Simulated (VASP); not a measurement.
A run of VASP 6.6.1:

Contents of POSCAR:

```
Al
1.0
    2.4960541245      0.0000000000      0.0000000000
   -1.2480270622      2.1616462810      0.0000000000
    0.0000000000      0.0000000000      4.8668500000
Al
2
Direct
    0.6666666667      0.3333333333      0.7500000000
    0.3333333333      0.6666666667      0.2500000000
```

The input INCAR.step1:

```
PREC = Accurate
ENCUT = 520
ISMEAR = 0
SIGMA = 0.15
LREAL = F
LASPH = T
NELM = 80
NBANDS = 10
GGA = PE
ALGO = Normal
EDIFF = 1E-4
LWAVE = T
LCHARG = F
```

INCAR.step2

```
PREC = Accurate
ENCUT = 520
EDIFF = 1E-6
ISMEAR = 0
SIGMA = 0.15
LREAL = F
LASPH = T
NELM = 80
ALGO = Normal
ISIF = 2
LWAVE = F
LCHARG = F
METAGGA = R2SCAN
LMIXTAU = T
NBANDS = 10
ISTART = 1
```

File KPOINTS:

```
regular mesh
0
Gamma
  18 18 10
```

Potentials or basis: VASP PAW PBE potentials, release 64 (Al).

The run is started by

```sh
$ cat potpaw_PBE.64/Al/POTCAR > POTCAR
$ cp INCAR.step1 INCAR
$ mpirun -np 1 vasp_std > vasp.out
$ cp INCAR.step2 INCAR
$ mpirun -np 1 vasp_std > vasp.out
```

Hardware: 1 thread of Intel(R) Xeon(R) Platinum 8488C (Sapphire Rapids), on a shared host.

**Question.** Estimate the wall time of this run.

**Answer.** Run time: 95 s on 1 thread of Intel(R) Xeon(R) Platinum 8488C (Sapphire Rapids) (shared host), peak memory 0.17 GiB. Counts: k points 222.
